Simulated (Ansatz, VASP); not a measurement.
# Al in VASP and in Ansatz

INCAR

```
PREC = Accurate ; ENCUT = 500
EDIFF = 1E-6 ; ISMEAR = 0
SIGMA = 0.1 ; LREAL = False
LASPH = True ; NELM = 120
ALGO = Normal ; ISIF = 2
LWAVE = False ; LCHARG = False
GGA = PE ; IVDW = 12
NBANDS = 8 ; GGA_COMPAT = False
```

Contents of KPOINTS:

```
regular mesh
0
Gamma
  2 1 2
```

The input POSCAR:

```
Al
1.0
    0.0072488543      1.9857971321      1.9677965212
    2.0382470834     -0.0355471019      2.0105924774
    2.0098864420      2.0002324469     -0.0071864605
Al
1
Direct
    0.0000000000      0.0000000000      0.0000000000
```

Input for Ansatz:

```yaml
crystal:
  lattice:
    - [0.0072488543, 1.9857971321, 1.9677965212]
    - [2.0382470834, -0.0355471019, 2.0105924774]
    - [2.009886442, 2.0002324469, -0.0071864605]
  atoms:
    - { symbol: Al, position: [0.0, 0.0, 0.0] }
basis:
  ecutrho_ratio: 6
kpoints:
  mp_grid: { grid: [2, 1, 2] }
  band_path: { path: [[0, 0, 0], [0.5, 0, 0], [0.5, 0.5, 0.5]], npoints: 4 }
hamiltonian:
  xc: pbe
  dispersion: d3bj
scf:
  occupations: { method: gaussian }
  mixing: { beta: 0.07, ndim: 3, preconditioner: kerker }
  initial_density: { chi_scale: 0, normalization: atom }
  max_iter: 30
  convergence: { dr2_threshold: "1e-4 eV" }
output:
  forces: true
  stress: true
  eigenvalues: true
```

Alike in both runs: task single point; functional PBE; dispersion D3(BJ); k mesh 2 × 1 × 2; no spin polarisation.

```csv
,VASP,Ansatz
version,VASP 6.6.1,Ansatz 0.2.0
potentials or method,"VASP PAW PBE potentials, release 64 (Al)","scalar-relativistic, plane waves, PAW"
plane-wave cutoff (eV),500,420
occupations,"gaussian, width 0.1 eV",gaussian
valence electrons in the cell,3,3
```

Ansatz gave:

* pressure (GPa): -17.2
* traceless stress, the component that is largest in VASP (GPa): -91.00

Problem. Which values does VASP return?

Solution. Pressure (GPa): -17.3; traceless stress, the component that is largest in VASP (GPa): -91.14.

Ansatz's warnings: force scf threshold loose, stress scf threshold loose.

The k mesh is coarse, so the values compare programs but aren't converged.
